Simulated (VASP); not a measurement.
**Ir: single point with r2SCAN**

The system is Ir.

```
Ir
1.0
     0.00000    1.92285    1.92285
     1.92285    0.00000    1.92285
     1.92285    1.92285    0.00000
Ir
1
Direct
  0.00000 0.00000 0.00000
```

```json
{
  "Program": "VASP 6.6.1",
  "Task": "single point",
  "Functional": "r2SCAN",
  "Potentials or basis": "VASP PAW PBE potentials, release 64 (Ir)",
  "Cutoff": "520 eV",
  "k mesh": "14 × 14 × 14",
  "Occupations": "fermi-dirac, width 0.1 eV",
  "Spin": "no spin polarisation",
  "Dipole correction": "no",
  "Further INCAR settings": "ALGO = Normal; EDIFF = 1e-07; NBANDS = 10"
}
```

The pressure is 2.4 GPa.

Levels at points of the mesh, in eV from the Fermi level:
```
           k point  band 1  band 2  band 3  band 4  band 5  band 6  band 7  band 8  band 9
(0.00, 0.00, 0.00)  -11.40   -3.90   -3.90   -3.90   -1.21   -1.21   15.18   21.02   21.02
(0.50, 0.00, 0.00)   -8.29   -4.05   -4.05   -0.62    1.00    1.00    7.68   14.81   20.85
(0.50, 0.50, 0.00)   -8.08   -7.50    0.90    1.63    1.63    1.85   11.07   12.38   12.38
```

Wall time 23 s on 1 thread of Intel(R) Xeon(R) 6975P-C (Granite Rapids), on a shared host, peak memory 0.14 GiB.

Caveat: the PAW data sets were made with another functional, which shifts forces and pressure a little; spin-orbit coupling is left out, which moves the levels of the heavy elements.
